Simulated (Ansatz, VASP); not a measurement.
One calculation of AgI, two programs

```xyz
2
Lattice="0.0000 3.2886 3.2886 3.2886 0.0000 3.2886 3.2886 3.2886 0.0000" Properties=species:S:1:pos:R:3 pbc="T T T"
Ag    0.0000    0.0000    0.0000
I     1.6443    1.6443    1.6443
```

Alike in both runs: task single point; functional HF; k mesh 4 × 4 × 4; no spin polarisation.

|  | VASP | Ansatz |
| --- | --- | --- |
| version | VASP 6.6.1 | Ansatz 0.2.0 |
| potentials or method | VASP PAW PBE potentials, release 64 (Ag, I) | plane waves, PAW |
| plane-wave cutoff (eV) | 400 | 420 |
| occupations | gaussian, width 0.01 eV | fixed |
| valence electrons in the cell | 18 | 36 |

|  | VASP | Ansatz | Ansatz less VASP |
| --- | --- | --- | --- |
| gap on the k mesh at the Fermi level (eV) | 8.92 | 8.90 | -0.016 |
| pressure (GPa) | 5.3 | 6.0 | +0.73 |

VASP's potentials were made for PBE, not for HF. VASP's potentials hold 18 valence electrons a cell and Ansatz's 36, so a difference there can come from the potentials and not from the codes. Ansatz's warnings: stress exchange threshold loose, stress scf threshold loose.

Neither program's run includes spin-orbit coupling.
